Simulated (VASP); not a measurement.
Here is a VASP 6.6.1 calculation.

Contents of INCAR:

```
PREC = Accurate ; ENCUT = 500
EDIFF = 1E-6 ; ISMEAR = -5
SIGMA = 0.1 ; LREAL = False
LASPH = True ; NELM = 200
ALGO = Normal ; ISIF = 2
LWAVE = False ; LCHARG = False
ISPIN = 2 ; MAGMOM = 0.5 0
LORBIT = 11 ; NBANDS = 15
GGA_COMPAT = False
```

The input KPOINTS:

```
regular mesh
0
Gamma
  10 10 10
```

The input POSCAR:

```
BAs
1.0
    0.0000000000      2.3885000000      2.3885000000
    2.3885000000      0.0000000000      2.3885000000
    2.3885000000      2.3885000000      0.0000000000
As B
1 1
Direct
    0.7500000000      0.7500000000      0.7500000000
    0.0000000000      0.0000000000      0.0000000000
```

Potentials or basis: VASP PAW LDA potentials, release 64 (As, B).

Launch:

```sh
$ cat potpaw_LDA.64/As/POTCAR potpaw_LDA.64/B/POTCAR > POTCAR
$ mpirun -np 1 vasp_std > vasp.out
```

(1) Predict the band gap on the k mesh.

(2) What does it give for the net moment?

## Answers

(1) 1.12 eV, indirect (least direct gap 3.25 eV).

(2) 0.00 μB per cell.
